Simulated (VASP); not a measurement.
Input of a VASP 6.6.1 run:

The input INCAR:

```
SYSTEM = Fe
ALGO = Normal ; EDIFF = 1E-6
ENCUT = 520 ; GGA = PE
ISIF = 2 ; ISMEAR = 0
ISPIN = 2 ; LASPH = .True.
LCHARG = .False. ; LMAXMIX = 4
LORBIT = 11 ; LREAL = .False.
LWAVE = .False. ; MAGMOM = 2.5 2.5 -2.5 -2.5
NBANDS = 28 ; NELM = 150
PREC = Accurate ; SIGMA = 0.05
```

Contents of KPOINTS:

```
k-points
0
Gamma
  18 18 5
  0 0 0
```

File POSCAR:

```
Fe
1.0
    2.5247836263      0.0000000000      0.0000000000
   -1.2623918131      2.1865267594      0.0000000000
    0.0000000000      0.0000000000      8.7478465100
Fe
4
Direct
    0.3333333333      0.6666666667      0.3750000000
    0.6666666667      0.3333333333      0.1250000000
    0.3333333333      0.6666666667      0.8750000000
    0.6666666667      0.3333333333      0.6250000000
```

Potentials or basis: VASP PAW PBE potentials, release 64 (Fe).

The run is started by

```console
$ cat potpaw_PBE.64/Fe/POTCAR > POTCAR
$ mpirun -np 1 vasp_std > vasp.out
```

Problem. What does it give for the pressure?

Solution. -10.2 GPa.

Problem. Estimate the band gap on the k mesh.

Solution. Zero (filled and empty bands overlap).

Problem. What does it give for the site moments?

Solution. Fe +2.18, -2.18 (each value once) μB.

Stress tensor (GPa, compression positive):
```
 -8.67   0.00   0.00
  0.00  -8.67   0.00
  0.00   0.00 -13.18
```

Caveat: the cell stands under tension.
